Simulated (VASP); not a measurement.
# SrTiO3 (Pm-3m) in VASP: a series of runs

SrTiO3 is run at these levels: PBE; tasks: single point, relaxation of the atoms.

Everything below comes from runs of VASP 6.6.1. Logs are shortened: lines on timing, memory, paths and dates and some standing lists are left out, and cuts for length are marked.

## Step 1: The cell of the first run

It takes space group Pm-3m (No. 221, cubic). The conventional cell has a = 3.936 Å, b = 3.936 Å, c = 3.936 Å, α = 90.00°, β = 90.00°, γ = 90.00°. Sr (site symmetry m-3m) has 12 O at 2.78 Å and 8 Ti at 3.41 Å within 3.7 Å. Within 2.6 Å of Ti (site symmetry m-3m) lie 6 O at 1.97 Å. Within 2.6 Å of O (site symmetry 4/mmm) lie 2 Ti at 1.97 Å.

## Step 2: Single point, PBE

INCAR reads:

```
SYSTEM = SrTiO3
PREC     = Accurate       ! precision mode
ENCUT    = 600            ! plane-wave cutoff, eV
EDIFF    = 1E-6           ! SCF threshold, eV
ISMEAR   = 0              ! smearing method
SIGMA    = 0.1            ! smearing width, eV
LREAL    = .FALSE.        ! projectors in reciprocal space
LASPH    = .TRUE.         ! aspherical terms in the spheres
NELM     = 120            ! most SCF steps
ALGO     = Normal         ! electronic algorithm
ISIF     = 2              ! what is computed and relaxed
LWAVE    = .FALSE.        ! write WAVECAR
LCHARG   = .FALSE.        ! write CHGCAR
GGA      = PE             ! functional
NBANDS   = 28             ! bands
GGA_COMPAT= .FALSE.
```

KPOINTS reads:

```
regular mesh
0
G
  4 4 4
  0 0 0
```

POSCAR reads:

```
SrTiO3
1.0
    3.9364226081      0.0000000000      0.0000000000
    0.0000000000      3.9364226081      0.0000000000
    0.0000000000      0.0000000000      3.9364226081
Sr Ti O
1 1 3
Direct
    0.0000000000      0.0000000000      0.0000000000
    0.5000000000      0.5000000000      0.5000000000
    0.5000000000      0.5000000000      0.0000000000
    0.5000000000      0.0000000000      0.5000000000
    0.0000000000      0.5000000000      0.5000000000
```

Potentials or basis: VASP PAW PBE potentials, release 64 (Sr_sv, Ti_sv, O).

Command:

```bash
cat potpaw_PBE.64/Sr_sv/POTCAR potpaw_PBE.64/Ti_sv/POTCAR potpaw_PBE.64/O/POTCAR > POTCAR
mpirun -np 1 vasp_std > vasp.out
```

OUTCAR:

```text
SYSTEM = SrTiO3
   PREC = Accurate
   ENCUT = 600
   EDIFF = 1E-6
   ISMEAR = 0
   LREAL = .FALSE.
   LASPH = .TRUE.
   NELM = 120
   ISIF = 2
   GGA = PE

 ion  position               nearest neighbor table
   1  0.000  0.000  0.000-   3 2.78   4 2.78   5 2.78   4 2.78   5 2.78   3 2.78   5 2.78   5 2.78
                             3 2.78   4 2.78   4 2.78   3 2.78   2 3.41   2 3.41   2 3.41   2 3.41
   2  0.500  0.500  0.500-   3 1.97   4 1.97   5 1.97   3 1.97   4 1.97   5 1.97   1 3.41   1 3.41
                             1 3.41   1 3.41   1 3.41   1 3.41   1 3.41   1 3.41
   3  0.500  0.500  0.000-   2 1.97   2 1.97   1 2.78   1 2.78   1 2.78   1 2.78
   4  0.500  0.000  0.500-   2 1.97   2 1.97   1 2.78   1 2.78   1 2.78   1 2.78
   5  0.000  0.500  0.500-   2 1.97   2 1.97   1 2.78   1 2.78   1 2.78   1 2.78

  LATTYP: Found a simple cubic cell.
 ALAT       =     3.9364226081

  Lattice vectors:

 A1 = (   3.9364226081,   0.0000000000,   0.0000000000)
 A2 = (   0.0000000000,   3.9364226081,   0.0000000000)
 A3 = (   0.0000000000,   0.0000000000,   3.9364226081)

Analysis of symmetry for initial positions (statically):
=====================================================================
 Subroutine PRICEL returns:
 Original cell was already a primitive cell.

 Routine SETGRP: Setting up the symmetry group for a
 simple cubic supercell.

 Subroutine GETGRP returns: Found 48 space group operations
 (whereof 48 operations were pure point group operations)
 out of a pool of 48 trial point group operations.

The static configuration has the point symmetry O_h .

Analysis of symmetry for dynamics (positions and initial velocities):
=====================================================================
 Subroutine PRICEL returns:
 Original cell was already a primitive cell.

 Routine SETGRP: Setting up the symmetry group for a
 simple cubic supercell.

 Subroutine GETGRP returns: Found 48 space group operations
 (whereof 48 operations were pure point group operations)
 out of a pool of 48 trial point group operations.

The dynamic configuration has the point symmetry O_h .

 Subroutine INISYM returns: Found 48 space group operations
 (whereof 48 operations are pure point group operations),
 and found     1 'primitive' translations

----------------------------------------------------------------------------------------

                                     Primitive cell

  volume of cell :      60.9965

  direct lattice vectors                    reciprocal lattice vectors
     3.936422608  0.000000000  0.000000000     0.254037765  0.000000000  0.000000000
     0.000000000  3.936422608  0.000000000     0.000000000  0.254037765  0.000000000
     0.000000000  0.000000000  3.936422608     0.000000000  0.000000000  0.254037765

  length of vectors
     3.936422608  3.936422608  3.936422608     0.254037765  0.254037765  0.254037765

  position of ions in fractional coordinates (direct lattice)
     0.000000000  0.000000000  0.000000000
     0.500000000  0.500000000  0.500000000
     0.500000000  0.500000000  0.000000000
     0.500000000  0.000000000  0.500000000
     0.000000000  0.500000000  0.500000000

  ion indices of the primitive-cell ions
   primitive index   ion index
                 1           1
                 2           2
                 3           3
                 4           4
                 5           5

----------------------------------------------------------------------------------------

 KPOINTS: regular mesh

Automatic generation of k-mesh.
 Grid dimensions read from file:
 generate k-points for:    4    4    4

 Generating k-lattice:

  Cartesian coordinates                     Fractional coordinates (reciprocal lattice)
     0.063509441  0.000000000  0.000000000     0.250000000  0.000000000  0.000000000
     0.000000000  0.063509441  0.000000000     0.000000000  0.250000000  0.000000000
     0.000000000  0.000000000  0.063509441     0.000000000  0.000000000  0.250000000

  Length of vectors
     0.063509441  0.063509441  0.063509441

  Shift w.r.t. Gamma in fractional coordinates (k-lattice)
     0.000000000  0.000000000  0.000000000

 Subroutine IBZKPT returns following result:
 ===========================================

 Found     10 irreducible k-points:

 Following reciprocal coordinates:
            Coordinates               Weight
  0.000000  0.000000  0.000000      1.000000
  0.250000  0.000000  0.000000      6.000000
  0.500000  0.000000  0.000000      3.000000
  0.250000  0.250000  0.000000     12.000000
  0.500000  0.250000  0.000000     12.000000
  0.500000  0.500000  0.000000      3.000000
  0.250000  0.250000  0.250000      8.000000
  0.500000  0.250000  0.250000     12.000000
  0.500000  0.500000  0.250000      6.000000
  0.500000  0.500000  0.500000      1.000000
   k-points           NKPTS =     10   k-points in BZ     NKDIM =     10   number of bands    NBANDS=     28
   number of dos      NEDOS =    301   number of ions     NIONS =      5
   total plane-waves  NPLWV =  32768
   dimension x,y,z NGX =    32 NGY =   32 NGZ =   32
   dimension x,y,z NGXF=    64 NGYF=   64 NGZF=   64
   ions per type =               1   1   3
   NGX,Y,Z   is equivalent  to a cutoff of  13.51, 13.51, 13.51 a.u.
   NGXF,Y,Z  is equivalent  to a cutoff of  27.03, 27.03, 27.03 a.u.
 SYSTEM =  SrTiO3
   PREC   = accura    normal or accurate (medium, high low for compatibility)
   ISTART =      0    job   : 0-new  1-cont  2-samecut
   ICHARG =      2    charge: 1-file 2-atom 10-const
   ISPIN  =      1    spin polarized calculation?
   LNONCOLLINEAR =      F non collinear calculations
   LSORBIT =      F    spin-orbit coupling
   LASPH  =      T    aspherical Exc in radial PAW
   ENCUT  =  600.0 eV  44.10 Ry    6.64 a.u.   7.86  7.86  7.86*2*pi/ulx,y,z
   NELM   =    120;   NELMIN=  2; NELMDL= -5     # of ELM steps
   EDIFF  = 0.1E-05   stopping-criterion for ELM
   LREAL  =      F    real-space projection
   EDIFFG = 0.1E-04   stopping-criterion for IOM
   NSW    =      0    number of steps for IOM
   IBRION =     -1    ionic relax: 0-MD 1-quasi-New 2-CG
   NFREE  =      0    steps in history (QN), initial steepest desc. (CG)
   ISIF   =      2    stress and relaxation
   ISYM   =      2    0-nonsym 1-usesym 2-fastsym
   POTIM  = 0.5000    time-step for ionic-motion
   TEBEG  =    0.0;   TEEND  =   0.0 temperature during run
   PSTRESS=    0.0 pullay stress
   NELECT =      40.0000    total number of electrons
   NUPDOWN=      -1.0000    fix difference up-down
   EMIN   =  10.00;   EMAX   =-10.00  energy-range for DOS
   EFERMI =   0.00;   METHOD = LEGACY
   ISMEAR =     0;   SIGMA  =   0.10  broadening in eV -4-tet -1-fermi 0-gaus
   EFERMI_NEDOS =   21; number of points for ismear=-14 and -15
   IALGO  =     38    algorithm
   IMIX   =      4    mixing-type and parameters
     AMIX     =   0.40;   BMIX     =  1.00
     AMIX_MAG =   1.60;   BMIX_MAG =  1.00
  volume/ion in A,a.u.               =      12.20        82.32
  Fermi-wavevector in a.u.,A,eV,Ry     =   1.422306  2.687769 27.523974  2.022955
  Thomas-Fermi vector in A             =   2.543024
   LORBIT       =      0    0 simple, 1 ext, 2 COOP (PROOUT), +10 PAW based schemes
   GGA     = PE    functional components
   LHFCALC =     F    Hartree Fock is set to
   AEXX    =    0.0000 exact exchange contribution
   IVDW    =     0    specifies the selected vdW correction
   LEPSILON=     F    determine dielectric tensor
   LRPA    =     F    only Hartree local field effects (RPA)
 non-spin polarized calculation
 Gauss-broadening in eV      SIGMA  =   0.10
  energy-cutoff  :      600.00
  volume of cell :       61.00
 maximum number of plane-waves:      2048
 NGX is ok and might be reduce to    32
   NGX = 15   NGY = 15   NGZ = 15

 number of electron      39.9999974 magnetization

 Free energy of the ion-electron system (eV)
  ---------------------------------------------------
  ext. energy  EPLUGINS =         0.00000000
  ---------------------------------------------------
  free energy    TOTEN  =       -40.09194752 eV

  energy without entropy =      -40.09194752  energy(sigma->0) =      -40.09194752

 E-fermi :   4.5867     XC(G=0): -11.1442

 val. band max:        3.9734201294   @ k =   0.5000   0.5000   0.5000
 cond. band min:       5.7662079049   @ k =   0.0000   0.0000   0.0000
 fundamental gap:      1.7927877755
 Fermi energy:         4.5867119870

 k-point     1 :       0.0000    0.0000    0.0000
  band No.  band energies     occupation
      1     -52.6153      2.00000
      2     -28.8935      2.00000
      3     -28.8453      2.00000
      4     -28.8453      2.00000
      5     -28.8453      2.00000
      6     -13.3683      2.00000
[... 20 lines left out ...]
     27       9.3485      0.00000
     28       9.9727      0.00000

 k-point     2 :       0.2500    0.0000    0.0000
  band No.  band energies     occupation
      1     -52.6146      2.00000
      2     -28.9522      2.00000
      3     -28.8440      2.00000
      4     -28.8440      2.00000
      5     -28.8076      2.00000
      6     -13.4337      2.00000
[... 20 lines left out ...]
     27      10.2584      0.00000
     28      11.3506      0.00000

 k-point     3 :       0.5000    0.0000    0.0000
  band No.  band energies     occupation
      1     -52.6139      2.00000
      2     -28.9937      2.00000
      3     -28.8428      2.00000
      4     -28.8428      2.00000
      5     -28.7869      2.00000
      6     -13.5775      2.00000
[... 20 lines left out ...]
     27      11.2744      0.00000
     28      11.9116      0.00000

 k-point     4 :       0.2500    0.2500    0.0000
  band No.  band energies     occupation
      1     -52.6139      2.00000
      2     -28.9470      2.00000
      3     -28.8759      2.00000
      4     -28.8428      2.00000
      5     -28.8023      2.00000
      6     -13.2948      2.00000
[... 144 lines left out ...]
     27      12.1323      0.00000
     28      12.1547      0.00000

 k-point     9 :       0.5000    0.5000    0.2500
  band No.  band energies     occupation
      1     -52.6120      2.00000
      2     -28.9049      2.00000
      3     -28.9049      2.00000
      4     -28.8720      2.00000
      5     -28.8477      2.00000
      6     -12.4254      2.00000
[... 20 lines left out ...]
     27      11.8958      0.00000
     28      12.0603      0.00000

 k-point    10 :       0.5000    0.5000    0.5000
  band No.  band energies     occupation
      1     -52.6113      2.00000
      2     -28.9033      2.00000
      3     -28.9033      2.00000
      4     -28.9033      2.00000
      5     -28.8395      2.00000
      6     -12.0893      2.00000
[... 20 lines left out ...]
     27      12.0604      0.00000
     28      12.0604      0.00000

------------------------ aborting loop because EDIFF is reached ----------------------------------------

  FORCE on cell =-STRESS in cart. coord.  units (eV):
  Direction    XX          YY          ZZ          XY          YZ          ZX
  --------------------------------------------------------------------------------------
  -------------------------------------------------------------------------------------
  Total        0.1812286      0.1812286      0.1812286     -0.0000000     -0.0000000      0.0000000
  in kB        4.7602753      4.7602753      4.7602753     -0.0000000     -0.0000000      0.0000000
  external PRESSURE =       4.7602753 kB  Pullay stress =       0.0000000 kB

 VOLUME and BASIS-vectors are now :
 -----------------------------------------------------------------------------
  energy-cutoff  :      600.00
  volume of cell :       61.00
      direct lattice vectors                 reciprocal lattice vectors
     3.936422608  0.000000000  0.000000000     0.254037765  0.000000000  0.000000000
     0.000000000  3.936422608  0.000000000     0.000000000  0.254037765  0.000000000
     0.000000000  0.000000000  3.936422608     0.000000000  0.000000000  0.254037765

 POSITION                                       TOTAL-FORCE (eV/Angst)
 -----------------------------------------------------------------------------------
      0.00000      0.00000      0.00000         0.000000      0.000000      0.000000
      1.96821      1.96821      1.96821         0.000000      0.000000      0.000000
      1.96821      1.96821      0.00000         0.000000      0.000000      0.000000
      1.96821      0.00000      1.96821         0.000000      0.000000      0.000000
      0.00000      1.96821      1.96821         0.000000      0.000000      0.000000
 -----------------------------------------------------------------------------------
    total drift:                                0.000000     -0.000000     -0.000000

  FREE ENERGIE OF THE ION-ELECTRON SYSTEM (eV)
  ---------------------------------------------------
  free  energy   TOTEN  =       -40.0919475217 eV

  energy  without entropy=      -40.0919475217  energy(sigma->0) =      -40.09194752
```

It took 46 s on 1 thread of Oxide Virtual Turin-like, shared host; peak memory 0.15 GiB.

Results:

| Item | Value |
| --- | --- |
| Free energy | -40.0919 eV |
| Pressure | 0.5 GPa |
| Band gap on the k mesh | 1.79 eV (least direct gap 2.16 eV) |

(Part 1 of 2 ends here.)
